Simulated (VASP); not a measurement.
MgSiN:

```
CELL_PARAMETERS angstrom
3.38782 0.00000 0.00000
-1.69391 2.93394 0.00000
0.00000 0.00000 3.45959
ATOMIC_POSITIONS crystal
Mg 0.00000 0.00000 0.00000
Si 0.33333 0.66667 0.00000
N 0.66667 0.33333 0.50000
```

The cell was built from a structure type or drawn by symmetry, and may not be a known phase.

| Item | Value |
| --- | --- |
| Program | VASP 6.6.1 |
| Task | relaxation of cell and atoms |
| Functional | PBE |
| Potentials or basis | VASP PAW PBE potentials, release 64 (Mg_sv, Si, N) |
| Cutoff | 750 eV |
| k mesh | 6 × 6 × 6 |
| Occupations | gaussian, width 0.1 eV |
| Spin | no spin polarisation |

At the start: pressure 67.3 GPa; volume 11.46 Å³/atom.

**Question.** Where does the relaxation end?

**Answer.** Over 13 steps the energy falls by 1659.1 meV/atom and the volume is 14.46 Å³/atom (+26.2 %); space group P-6m2 (No. 187, to 0.1 Å) before and after.

Step by step:
```tsv
step	energy change (eV)	largest force (eV/Å)	pressure (GPa)	volume (Å³)
1	0.0000	0.0000	67.25	34.39
2	-3.7834	0.0000	-18.86	61.21
3	-4.5741	0.0000	-3.14	50.18
4	-4.5798	0.0000	-4.38	50.89
5	-4.7372	0.0000	-2.93	48.14
6	-4.8965	0.0000	0.36	44.37
7	-4.5580	0.0000	16.98	36.88
8	-4.9498	0.0000	2.37	42.73
9	-4.9533	0.0000	4.08	41.58
10	-4.9559	0.0000	3.39	42.03
11	-4.9525	0.0000	-0.70	43.21
12	-4.9734	0.0000	1.36	42.58
13	-4.9774	0.0000	-0.02	43.38
```

Final structure:
```yaml
crystal:
  lattice:
    - [4.27184, 0.00000, 0.00000]
    - [-2.13592, 3.69952, 0.00000]
    - [0.00000, 0.00000, 2.74506]
  atoms:
    - { symbol: Mg, position: [0.00000, 0.00000, 0.00000] }
    - { symbol: Si, position: [0.33333, 0.66667, 0.00000] }
    - { symbol: N, position: [0.66667, 0.33333, 0.50000] }
```

Caveat: the volume moved by over 15 % at a fixed basis, so the end points are rough.
